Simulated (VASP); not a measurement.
Write the native input for VASP 6.6.1 that does the following.

```
Task                   : single point
Functional             : PBE
Potentials or basis    : VASP PAW PBE potentials, release 64 (Ga_d, O)
Cutoff                 : 520 eV
k mesh                 : 3 × 3 × 3
Occupations            : gaussian, width 0.05 eV
Spin                   : no spin polarisation
Dipole correction      : no
Further INCAR settings : LREAL = Auto; ALGO = Normal; EDIFF = 1e-07; NBANDS = 202
```

The structure of Ga2O3 lies in POSCAR:

```
Ga2O3
1.0
   -4.9973980000     -2.8852490000      4.4835500000
    4.9973980000     -2.8852490000      4.4835500000
    0.0000000000      5.7704990000      4.4835500000
Ga O
16 24
Direct
    0.8555860000      0.3555860000      0.3555860000
    0.3555860000      0.8555860000      0.3555860000
    0.3555860000      0.3555860000      0.8555860000
    0.8555860000      0.8555860000      0.8555860000
    0.6444140000      0.1444140000      0.1444140000
    0.1444140000      0.6444140000      0.1444140000
    0.1444140000      0.1444140000      0.6444140000
    0.6444140000      0.6444140000      0.6444140000
    0.1444140000      0.1444140000      0.1444140000
    0.6444140000      0.6444140000      0.1444140000
    0.6444140000      0.1444140000      0.6444140000
    0.1444140000      0.6444140000      0.6444140000
    0.3555860000      0.3555860000      0.3555860000
    0.8555860000      0.8555860000      0.3555860000
    0.8555860000      0.3555860000      0.8555860000
    0.3555860000      0.8555860000      0.8555860000
    0.7500000000      0.4015840000      0.0984160000
    0.2500000000      0.9015840000      0.0984160000
    0.2500000000      0.4015840000      0.5984160000
    0.7500000000      0.9015840000      0.5984160000
    0.9015840000      0.0984160000      0.2500000000
    0.4015840000      0.5984160000      0.2500000000
    0.4015840000      0.0984160000      0.7500000000
    0.9015840000      0.5984160000      0.7500000000
    0.5984160000      0.2500000000      0.4015840000
    0.0984160000      0.7500000000      0.4015840000
    0.0984160000      0.2500000000      0.9015840000
    0.5984160000      0.7500000000      0.9015840000
    0.2500000000      0.0984160000      0.4015840000
    0.7500000000      0.5984160000      0.4015840000
    0.7500000000      0.0984160000      0.9015840000
    0.2500000000      0.5984160000      0.9015840000
    0.4015840000      0.2500000000      0.0984160000
    0.9015840000      0.7500000000      0.0984160000
    0.9015840000      0.2500000000      0.5984160000
    0.4015840000      0.7500000000      0.5984160000
    0.0984160000      0.4015840000      0.2500000000
    0.5984160000      0.9015840000      0.2500000000
    0.5984160000      0.4015840000      0.7500000000
    0.0984160000      0.9015840000      0.7500000000
```

These files were run (other wordings do the same):

INCAR

```
SYSTEM = Ga2O3
PREC     = Accurate       ! precision mode
ENCUT    = 520            ! plane-wave cutoff, eV
EDIFF    = 1E-7           ! SCF threshold, eV
ISMEAR   = 0              ! smearing method
SIGMA    = 0.05           ! smearing width, eV
LREAL    = Auto         
LASPH    = .True.         ! aspherical terms in the spheres
NELM     = 80             ! most SCF steps
ALGO     = Normal         ! electronic algorithm
ISIF     = 2              ! what is computed and relaxed
LWAVE    = .False.        ! write WAVECAR
LCHARG   = .True.         ! write CHGCAR
GGA      = PE             ! functional
LELF     = .True.         ! ELF
LVHAR    = .True.       
NBANDS   = 202            ! bands
```

KPOINTS

```
Automatic mesh
0
Gamma
  3 3 3
  0 0 0
```

Potentials or basis: VASP PAW PBE potentials, release 64 (Ga_d, O).

Command:

```console
$ cat potpaw_PBE.64/Ga_d/POTCAR potpaw_PBE.64/O/POTCAR > POTCAR
$ mpirun -np 1 vasp_std > vasp.out
```

It gave:

```
Pressure               : 9.0 GPa
Largest force          : 0.061 eV/Å
Band gap on the k mesh : 2.78 eV
```

Caveat: the cell stands under pressure.

Wall time 27 min on 1 thread of Intel(R) Xeon(R) Platinum 8259CL CPU @ 2.50GHz (Skylake/Cascade Lake), with other jobs on the host, peak memory 0.56 GiB.
